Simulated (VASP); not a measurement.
# Cu (P6_3/mmc) in VASP: further runs, part 2 of 2

VASP 6.6.1. Earlier steps stand in the parts before.

### 4 Single point, PBEsol

This run uses another cell than the first one, of 11.21 Å³/atom, 1.043 times its volume.

The input, INCAR:

```
PREC = Accurate
ENCUT = 520
EDIFF = 1E-6
ISMEAR = -1
SIGMA = 0.1
LREAL = False
LASPH = True
NELM = 60
ALGO = Normal
ISIF = 2
LWAVE = False
LCHARG = False
GGA = PS
NBANDS = 18
```

The input, KPOINTS:

```
Automatic mesh
0
Gamma
  13 13 7
```

The input, POSCAR:

```
Cu
1.0
    2.5170921050      0.0000000000      0.0000000000
   -1.2585460525      2.1798607643      0.0000000000
    0.0000000000      0.0000000000      4.0849680274
Cu
2
Direct
    0.3333333333      0.6666666667      0.2500000000
    0.6666666667      0.3333333333      0.7500000000
```

Potentials or basis: VASP PAW PBE potentials, release 64 (Cu).

Run with:

```bash
$ cat potpaw_PBE.64/Cu/POTCAR > POTCAR
$ mpirun -np 1 vasp_std > vasp.out
```

OUTCAR:

```text
PREC = Accurate
   ENCUT = 520
   EDIFF = 1E-6
   ISMEAR = -1
   LREAL = False
   LASPH = True
   NELM = 60
   ISIF = 2
   GGA = PS

 ion  position               nearest neighbor table
   1  0.333  0.667  0.250-   2 2.51   2 2.51   2 2.51   2 2.51   2 2.51   2 2.51
   2  0.667  0.333  0.750-   1 2.51   1 2.51   1 2.51   1 2.51   1 2.51   1 2.51

  LATTYP: Found a hexagonal cell.
 ALAT       =     2.5170921050
 C/A-ratio  =     1.6228917564

  Lattice vectors:

 A1 = (   2.5170921050,   0.0000000000,   0.0000000000)
 A2 = (  -1.2585460525,   2.1798607643,   0.0000000000)
 A3 = (   0.0000000000,   0.0000000000,   4.0849680274)

Analysis of symmetry for initial positions (statically):
=====================================================================
 Subroutine PRICEL returns:
 Original cell was already a primitive cell.

 Routine SETGRP: Setting up the symmetry group for a
 hexagonal supercell.

 Subroutine GETGRP returns: Found 24 space group operations
 (whereof 12 operations were pure point group operations)
 out of a pool of 24 trial point group operations.

The static configuration has the point symmetry D_3d.
 The point group associated with its full space group is D_6h.

Analysis of symmetry for dynamics (positions and initial velocities):
=====================================================================
 Subroutine PRICEL returns:
 Original cell was already a primitive cell.

 Routine SETGRP: Setting up the symmetry group for a
 hexagonal supercell.

 Subroutine GETGRP returns: Found 24 space group operations
 (whereof 12 operations were pure point group operations)
 out of a pool of 24 trial point group operations.

The dynamic configuration has the point symmetry D_3d.
 The point group associated with its full space group is D_6h.

 Subroutine INISYM returns: Found 24 space group operations
 (whereof 12 operations are pure point group operations),
 and found     1 'primitive' translations

----------------------------------------------------------------------------------------

                                     Primitive cell

  volume of cell :      22.4139

  direct lattice vectors                    reciprocal lattice vectors
     2.517092105  0.000000000  0.000000000     0.397283833  0.229372448  0.000000000
    -1.258546053  2.179860764  0.000000000     0.000000000  0.458744896  0.000000000
     0.000000000  0.000000000  4.084968027     0.000000000  0.000000000  0.244799958

  length of vectors
     2.517092105  2.517087825  4.084968027     0.458744116  0.458744896  0.244799958

  position of ions in fractional coordinates (direct lattice)
     0.333333333  0.666666667  0.250000000
     0.666666667  0.333333333  0.750000000

  ion indices of the primitive-cell ions
   primitive index   ion index
                 1           1
                 2           2

----------------------------------------------------------------------------------------

 KPOINTS: Automatic mesh

Automatic generation of k-mesh.
 Grid dimensions read from file:
 generate k-points for:   13   13    7

 Generating k-lattice:

  Cartesian coordinates                     Fractional coordinates (reciprocal lattice)
     0.030560295  0.017644034  0.000000000     0.076923077 -0.000000000  0.000000000
     0.000000000  0.035288069  0.000000000     0.000000000  0.076923077  0.000000000
     0.000000000  0.000000000  0.034971423     0.000000000  0.000000000  0.142857143

  Length of vectors
     0.035288009  0.035288069  0.034971423

  Shift w.r.t. Gamma in fractional coordinates (k-lattice)
     0.000000000  0.000000000  0.000000000

 Subroutine IBZKPT returns following result:
 ===========================================

 Found     84 irreducible k-points:

 Following reciprocal coordinates:
            Coordinates               Weight
  0.000000  0.000000  0.000000      1.000000
  0.076923  0.000000  0.000000      6.000000
  0.153846  0.000000  0.000000      6.000000
  0.230769  0.000000  0.000000      6.000000
  0.307692  0.000000  0.000000      6.000000
  0.384615  0.000000  0.000000      6.000000
[... 16 lines left out ...]
  0.076923  0.000000  0.142857     12.000000
  0.153846  0.000000  0.142857     12.000000
 [... further k-points ...]
   k-points           NKPTS =     84   k-points in BZ     NKDIM =     84   number of bands    NBANDS=     18
   number of dos      NEDOS =    301   number of ions     NIONS =      2
   total plane-waves  NPLWV =  12000
   dimension x,y,z NGX =    20 NGY =   20 NGZ =   30
   dimension x,y,z NGXF=    40 NGYF=   40 NGZF=   60
   ions per type =               2
   NGX,Y,Z   is equivalent  to a cutoff of  13.21, 13.21, 12.21 a.u.
   NGXF,Y,Z  is equivalent  to a cutoff of  26.42, 26.42, 24.42 a.u.
 SYSTEM =  unknown system
   PREC   = accura    normal or accurate (medium, high low for compatibility)
   ISTART =      0    job   : 0-new  1-cont  2-samecut
   ICHARG =      2    charge: 1-file 2-atom 10-const
   ISPIN  =      1    spin polarized calculation?
   LNONCOLLINEAR =      F non collinear calculations
   LSORBIT =      F    spin-orbit coupling
   LASPH  =      T    aspherical Exc in radial PAW
   ENCUT  =  520.0 eV  38.22 Ry    6.18 a.u.   4.68  4.68  7.60*2*pi/ulx,y,z
   NELM   =     60;   NELMIN=  2; NELMDL= -5     # of ELM steps
   EDIFF  = 0.1E-05   stopping-criterion for ELM
   LREAL  =      F    real-space projection
   EDIFFG = 0.1E-04   stopping-criterion for IOM
   NSW    =      0    number of steps for IOM
   IBRION =     -1    ionic relax: 0-MD 1-quasi-New 2-CG
   NFREE  =      0    steps in history (QN), initial steepest desc. (CG)
   ISIF   =      2    stress and relaxation
   ISYM   =      2    0-nonsym 1-usesym 2-fastsym
   POTIM  = 0.5000    time-step for ionic-motion
   TEBEG  =    0.0;   TEEND  =   0.0 temperature during run
   PSTRESS=    0.0 pullay stress
   NELECT =      22.0000    total number of electrons
   NUPDOWN=      -1.0000    fix difference up-down
   EMIN   =  10.00;   EMAX   =-10.00  energy-range for DOS
   EFERMI =   0.00;   METHOD = LEGACY
   ISMEAR =    -1;   SIGMA  =   0.10  broadening in eV -4-tet -1-fermi 0-gaus
   EFERMI_NEDOS =   21; number of points for ismear=-14 and -15
   IALGO  =     38    algorithm
   IMIX   =      4    mixing-type and parameters
     AMIX     =   0.40;   BMIX     =  1.00
     AMIX_MAG =   1.60;   BMIX_MAG =  1.00
  volume/ion in A,a.u.               =      11.21        75.63
  Fermi-wavevector in a.u.,A,eV,Ry     =   1.626960  3.074509 36.014607  2.646999
  Thomas-Fermi vector in A             =   2.719834
   LORBIT       =      0    0 simple, 1 ext, 2 COOP (PROOUT), +10 PAW based schemes
   GGA     = PS    functional components
   LHFCALC =     F    Hartree Fock is set to
   AEXX    =    0.0000 exact exchange contribution
   IVDW    =     0    specifies the selected vdW correction
   LEPSILON=     F    determine dielectric tensor
   LRPA    =     F    only Hartree local field effects (RPA)
 non-spin polarized calculation
  energy-cutoff  :      520.00
  volume of cell :       22.41
 maximum number of plane-waves:       617
 NGX is ok and might be reduce to    20
   NGX =  9   NGY =  9   NGZ = 15

 number of electron      21.9999970 magnetization

 Free energy of the ion-electron system (eV)
  ---------------------------------------------------
  ext. energy  EPLUGINS =         0.00000000
  ---------------------------------------------------
  free energy    TOTEN  =        -8.61316558 eV

  energy without entropy =       -8.59797642  energy(sigma->0) =       -8.60557100

 E-fermi :   8.0575     XC(G=0): -13.2171

 val. band max:        7.9612210953   @ k =   0.3846   0.0000   0.4286
 cond. band min:       8.1256574357   @ k =   0.1538   0.0000   0.1429
 fundamental gap:      0.1644363404
 Fermi energy:         8.0574843117

 k-point     1 :       0.0000    0.0000    0.0000
  band No.  band energies     occupation
      1      -1.7313      2.00000
      2       2.6741      2.00000
      3       4.8871      2.00000
      4       4.9260      2.00000
      5       4.9260      2.00000
      6       5.1580      2.00000
[... 10 lines left out ...]
     17      32.0818      0.00000
     18      32.0819      0.00000

 k-point     2 :       0.0769    0.0000    0.0000
  band No.  band energies     occupation
      1      -1.5335      2.00000
      2       2.7886      2.00000
      3       4.7534      2.00000
      4       5.0007      2.00000
      5       5.0376      2.00000
      6       5.1242      2.00000
[... 10 lines left out ...]
     17      32.9988      0.00000
     18      33.0731      0.00000
[... 442 lines left out ...]
 k-point    24 :       0.1538    0.0000    0.1429
  band No.  band energies     occupation
      1      -0.7647      2.00000
      2       3.0164      2.00000
      3       4.5781      2.00000
      4       4.6179      2.00000
      5       4.9457      2.00000
      6       5.1152      2.00000
[... 10 lines left out ...]
     17      29.7661      0.00000
     18      31.1196      0.00000

 [... further k-points ...]
[... 5 lines left out ...]
  --------------------------------------------------------------------------------------
  -------------------------------------------------------------------------------------
  Total        0.1596648      0.1596640      0.6710664      0.0000000     -0.0000000      0.0000000
  in kB       11.4130865     11.4130347     47.9688800      0.0000000     -0.0000000      0.0000000
  external PRESSURE =      23.5983337 kB  Pullay stress =       0.0000000 kB

 VOLUME and BASIS-vectors are now :
 -----------------------------------------------------------------------------
  energy-cutoff  :      520.00
  volume of cell :       22.41
      direct lattice vectors                 reciprocal lattice vectors
     2.517092105  0.000000000  0.000000000     0.397283833  0.229372448  0.000000000
    -1.258546053  2.179860764  0.000000000     0.000000000  0.458744896  0.000000000
     0.000000000  0.000000000  4.084968027     0.000000000  0.000000000  0.244799958

 POSITION                                       TOTAL-FORCE (eV/Angst)
 -----------------------------------------------------------------------------------
     -0.00000      1.45324      1.02124        -0.000000      0.000000      0.000000
      1.25855      0.72662      3.06373         0.000000     -0.000000     -0.000000
 -----------------------------------------------------------------------------------
    total drift:                               -0.000000      0.000000     -0.000000

  FREE ENERGIE OF THE ION-ELECTRON SYSTEM (eV)
  ---------------------------------------------------
  free  energy   TOTEN  =        -8.6131655777 eV

  energy  without entropy=       -8.5979764200  energy(sigma->0) =       -8.60557100
```

OSZICAR:

```text
N       E                     dE             d eps       ncg     rms          rms(c)
DAV:   1     0.116932040280E+03    0.11693E+03   -0.10585E+04  3344   0.221E+03
DAV:   2    -0.505604033697E+01   -0.12199E+03   -0.11599E+03  3030   0.285E+02
DAV:   3    -0.107616976586E+02   -0.57057E+01   -0.54726E+01  3378   0.836E+01
DAV:   4    -0.108254138899E+02   -0.63716E-01   -0.63665E-01  3642   0.949E+00
DAV:   5    -0.108261656046E+02   -0.75171E-03   -0.75167E-03  3834   0.895E-01    0.119E+01
DAV:   6    -0.942143552040E+01    0.14047E+01   -0.12782E+01  3214   0.105E+02    0.573E+00
DAV:   7    -0.864236200986E+01    0.77907E+00   -0.24609E+00  3304   0.421E+01    0.806E-01
DAV:   8    -0.861765584226E+01    0.24706E-01   -0.19297E-02  3672   0.182E+00    0.490E-01
DAV:   9    -0.861312464389E+01    0.45312E-02   -0.56836E-03  3566   0.222E+00    0.169E-02
DAV:  10    -0.861316263605E+01   -0.37992E-04   -0.20637E-04  3562   0.169E-01    0.467E-03
DAV:  11    -0.861316577238E+01   -0.31363E-05   -0.31930E-06  3844   0.295E-02    0.306E-03
DAV:  12    -0.861316557773E+01    0.19465E-06   -0.71049E-07  2032   0.192E-02
   1 F= -.86131656E+01 E0= -.86055710E+01  d E =-.151892E-01
```

stdout:

```text
POSCAR found type information on POSCAR Cu
 POSCAR found :  1 types and       2 ions
 scaLAPACK will be used
 -----------------------------------------------------------------------------
|                                                                             |
|                                                                             |
|     You enforced a specific xc type in the INCAR file but a different       |
|     I HOPE YOU KNOW WHAT YOU ARE DOING!                                     |
|                                                                             |
 -----------------------------------------------------------------------------

 LDA part: xc-table for (Slater+PW92), standard interpolation
 POSCAR, INCAR and KPOINTS ok, starting setup
 FFT: planning ... GRIDC
 FFT: planning ... GRID_SOFT
 FFT: planning ... GRID
 WAVECAR not read
 entering main loop
```

Run time: 40 s. Hardware: 1 thread of AMD EPYC 7R43 (Zen 3), shared host; peak memory 0.12 GiB.

Results:

* Free energy: -8.6132 eV
* Pressure: 2.4 GPa
* Band gap on the k mesh: zero (band 11 reaches 11.16 eV, above the bottom of band 12 at 6.11 eV)

Levels at points of the mesh, in eV from the Fermi level:
```tsv
k point	band 8	band 9	band 10	band 11	band 12	band 13	band 14	band 15
(0.00, 0.00, 0.00)	-2.61	-2.61	-1.78	-1.78	-1.12	4.10	21.68	22.37
```

Caveat: the PAW data sets were made with another functional, which shifts forces and pressure a little.

### 5 Summary

| cell | gap on the mesh (eV) | pressure (GPa) |
| --- | --- | --- |
| a = 2.482, b = 2.482, c = 4.029 Å, angles 90.0, 90.0, 120.0°, 2 atoms | none | 10.5 |
| a = 2.500, b = 2.500, c = 4.057 Å, angles 90.0, 90.0, 120.0°, 2 atoms | none | 6.2 |
| a = 2.517, b = 2.517, c = 4.085 Å, angles 90.0, 90.0, 120.0°, 2 atoms | none | 2.4 |

Alike in all rows: task single point; level PBEsol; potentials or basis VASP PAW PBE potentials, release 64 (Cu); no spin polarisation; k mesh 13 × 13 × 7; cutoff (eV) 520; smearing fermi-dirac 0.1 eV.

Caveats: the PAW data sets were made with another functional, which shifts forces and pressure a little.

Absolute energies hang on the potentials; compare differences alone.
